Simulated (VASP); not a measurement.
# WC (Qusongite) (P-6m2) in VASP: a series of runs, part 2 of 2

VASP 6.6.1. Earlier steps stand in the parts before.

## 3. Density of states, PBEsol

POSCAR reads:

```
WC
1.0
    2.9065000000      0.0000000000      0.0000000000
   -1.4532500000      2.5171028361      0.0000000000
    0.0000000000      0.0000000000      2.8366000000
W C
1 1
Direct
    0.0000000000      0.0000000000      0.0000000000
    0.6666666667      0.3333333333      0.5000000000
```

INCAR.step1 reads:

```
ALGO = Normal ; EDIFF = 1E-6
ENCUT = 520 ; GGA = PS
ISIF = 2 ; ISMEAR = -1
LASPH = True ; LCHARG = True
LMAXMIX = 4 ; LREAL = False
LWAVE = False ; NBANDS = 16
NELM = 80 ; PREC = Accurate
SIGMA = 0.05
```

KPOINTS.step1 reads:

```
k-points
0
Gamma
  10 10 9
```

INCAR.step2 reads:

```
ALGO = Normal ; EDIFF = 1E-6
ENCUT = 520 ; GGA = PS
ICHARG = 11 ; ISIF = 2
ISMEAR = -5 ; LASPH = True
LCHARG = False ; LMAXMIX = 4
LORBIT = 11 ; LREAL = False
LWAVE = False ; NEDOS = 1001
NELM = 80 ; PREC = Accurate
SIGMA = 0.05
```

KPOINTS.step2 reads:

```
k-points
0
Gamma
  15 15 14
```

Potentials or basis: VASP PAW PBE potentials, release 64 (W_sv, C).

Started as:

```bash
$ cat potpaw_PBE.64/W_sv/POTCAR potpaw_PBE.64/C/POTCAR > POTCAR
$ cp INCAR.step1 INCAR
$ cp KPOINTS.step1 KPOINTS
$ mpirun -np 1 vasp_std > vasp.out
$ cp INCAR.step2 INCAR
$ cp KPOINTS.step2 KPOINTS
$ mpirun -np 1 vasp_std > vasp.out
```

It took 17 s on 1 thread of Intel Xeon 6975P-C (Granite Rapids), shared host; peak memory 0.18 GiB.

Results (log left out):

| Quantity | Value |
| --- | --- |
| Valence electrons inside the program's atomic spheres | W 12.19; C 2.41 |

Levels at points of the mesh, in eV from the Fermi level:
| k point | band 6 | band 7 | band 8 | band 9 | band 10 | band 11 | band 12 | band 13 |
| --- | --- | --- | --- | --- | --- | --- | --- | --- |
| (0.00, 0.00, 0.00) | -4.29 | -3.29 | -3.29 | 0.15 | 3.27 | 3.27 | 5.69 | 5.69 |
| (0.00, 0.00, 0.50) | -8.63 | -1.97 | -1.97 | -0.55 | -0.55 | 3.73 | 4.57 | 4.57 |

Caveat: spin-orbit coupling is left out, which moves the levels of the heavy elements.

## 4. Vibrations by perturbation theory, PBEsol

INCAR reads:

```
ALGO = Normal
EDIFF = 1E-8
ENCUT = 520
GGA = PS
IBRION = 8
ISIF = 2
ISMEAR = -1
LASPH = T
LCHARG = F
LREAL = F
LWAVE = F
NBANDS = 16
NELM = 80
NSW = 1
PREC = Accurate
SIGMA = 0.05
```

KPOINTS reads:

```
k-points
0
Gamma
  10 10 9
```

POSCAR is that of step 3.

Potentials or basis: VASP PAW PBE potentials, release 64 (W_sv, C).

Started as:

```bash
$ cat potpaw_PBE.64/W_sv/POTCAR potpaw_PBE.64/C/POTCAR > POTCAR
$ mpirun -np 1 vasp_std > vasp.out
```

OUTCAR:

```text
EDIFF = 1E-8
   ENCUT = 520
   GGA = PS
   IBRION = 8
   ISIF = 2
   ISMEAR = -1
   LASPH = T
   LREAL = F
   NELM = 80
   NSW = 1
   PREC = Accurate

 ion  position               nearest neighbor table
   1  0.000  0.000  0.000-   2 2.20   2 2.20   2 2.20   2 2.20   2 2.20   2 2.20
   2  0.667  0.333  0.500-   1 2.20   1 2.20   1 2.20   1 2.20   1 2.20   1 2.20

  LATTYP: Found a hexagonal cell.
 ALAT       =     2.9065000000
 C/A-ratio  =     0.9759504559

  Lattice vectors:

[... 721 lines left out ...]
               1X          1Y          1Z          2X          2Y          2Z
  1X   -16.042960    0.000000    0.000000   16.042960    0.000000    0.000000
  1Y     0.000000  -16.042960    0.000000    0.000000   16.042960    0.000000
  1Z    -0.000000    0.000000  -14.178092    0.000000    0.000000   14.178092
  2X    16.039911    0.000000    0.000000  -16.039911    0.000000    0.000000
  2Y     0.000000   16.039911    0.000000    0.000000  -16.039911    0.000000
  2Z     0.000000    0.000000   14.171944    0.000000    0.000000  -14.171944

 Eigenvectors and eigenvalues of the dynamical matrix
 ----------------------------------------------------

   1 f  =   18.646908 THz   117.161975 2PiTHz  621.993884 cm-1    77.117378 meV
             X         Y         Z           dx          dy          dz
      0.000000  0.000000  0.000000     0.000144   -0.247659    0.000000
      1.453250  0.839034  1.418300    -0.000563    0.968847    0.000000
[... 21 lines left out ...]
   6 f/i=    0.000912 THz     0.005731 2PiTHz    0.030423 cm-1     0.003772 meV
             X         Y         Z           dx          dy          dz
      0.000000  0.000000  0.000000     0.000000    0.000000    0.968840
      1.453250  0.839034  1.418300     0.000000    0.000000    0.247687

--------------------------------------------------------------------------------------------------------

 ELASTIC MODULI CONTR FROM IONIC RELAXATION (kBar)
 Direction    XX          YY          ZZ          XY          YZ          ZX
 --------------------------------------------------------------------------------
 XX        -109.7170    109.7170      0.0000      0.0000      0.0000      0.0000
 YY         109.7170   -109.7170      0.0000     -0.0000      0.0000      0.0000
 ZZ           0.0000      0.0000      0.0000      0.0000      0.0000      0.0000
 XY           0.0000     -0.0000      0.0000   -109.7170      0.0000      0.0000
 YZ           0.0000      0.0000      0.0000      0.0000      0.0000      0.0000
 ZX           0.0000      0.0000      0.0000      0.0000      0.0000      0.0000
 --------------------------------------------------------------------------------
```

stdout:

```text
POSCAR found type information on POSCAR W C
 POSCAR found :  2 types and       2 ions
 scaLAPACK will be used
 -----------------------------------------------------------------------------
|                                                                             |
|                                                                             |
|     You enforced a specific xc type in the INCAR file but a different       |
|     I HOPE YOU KNOW WHAT YOU ARE DOING!                                     |
|                                                                             |
 -----------------------------------------------------------------------------

 LDA part: xc-table for (Slater+PW92), standard interpolation
 POSCAR, INCAR and KPOINTS ok, starting setup
 FFT: planning ... GRIDC
 FFT: planning ... GRID_SOFT
 FFT: planning ... GRID
 WAVECAR not read
 entering main loop
 Linear response reoptimize wavefunctions to high precision
 Linear response DOF=           4
 Linear response progress:
 first order change of Fermi-energy  -0.11552E-03
 force on displaced ion       1 direction 1 : -16.043   0.002   0.000
 Linear response progress:
 first order change of Fermi-energy   0.44570E-04
 force on displaced ion       1 direction 3 :   0.000  -0.000 -14.178
 Linear response progress:
 first order change of Fermi-energy   0.22689E-04
 force on displaced ion       2 direction 1 : -16.040   0.003   0.000
 Linear response progress:
 first order change of Fermi-energy   0.28680E-04
 force on displaced ion       2 direction 3 :  -0.000   0.000 -14.172
 Linear response finished
```

It took 2.4 min on 1 thread of Intel Xeon 6975P-C (Granite Rapids), shared host; peak memory 0.35 GiB.

What came out:

| Property | Result |
| --- | --- |
| Highest phonon frequency at Γ, LO-TO splitting left out | 622 cm⁻¹ |

Phonon frequencies in cm⁻¹ (negative: imaginary):
```
              q point        frequencies
(0.000, 0.000, 0.000)  0 0 0 585 622 622
```

Caveat: the cell wasn't relaxed at this level first, which shifts response properties; spin-orbit coupling is left out, which moves the levels of the heavy elements.
